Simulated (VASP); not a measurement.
Crystal: SrO.

```
Sr O
1.0
     4.48637    0.00000    0.00000
     0.00000    4.48637    0.00000
     0.00000    0.00000    3.59663
Sr O
2 2
Direct
  0.50000 0.00000 0.27037
  0.00000 0.50000 0.72963
  0.00000 0.00000 0.00000
  0.50000 0.50000 0.00000
```

Base run:

```yaml
Program: VASP 6.6.1
Functional: PBEsol
Potentials_or_basis: VASP PAW PBE potentials, release 64 (Sr_sv, O)
Cutoff: 520 eV
k_mesh: 8 × 8 × 10
Occupations: gaussian, width 0.05 eV
Spin: no spin polarisation
```

Its results: band gap on the k mesh 2.40 eV (least direct gap 2.48 eV); pressure -2.7 GPa; largest force 0.072 eV/Å.

Q: The run is repeated on the same cell with these changes: functional from PBEsol to LDA; potentials or basis from VASP PAW PBE potentials, release 64 (Sr_sv, O) to VASP PAW LDA potentials, release 64 (Sr_sv, O). What comes out?

A: Band gap on the k mesh 2.34 eV (least direct gap 2.41 eV); pressure -5.6 GPa; largest force 0.192 eV/Å.

Caveats: the PAW data sets were made with another functional, which shifts forces and pressure a little (at least some runs); the cell stands under tension (at least some runs).

A k mesh can miss the band edges.
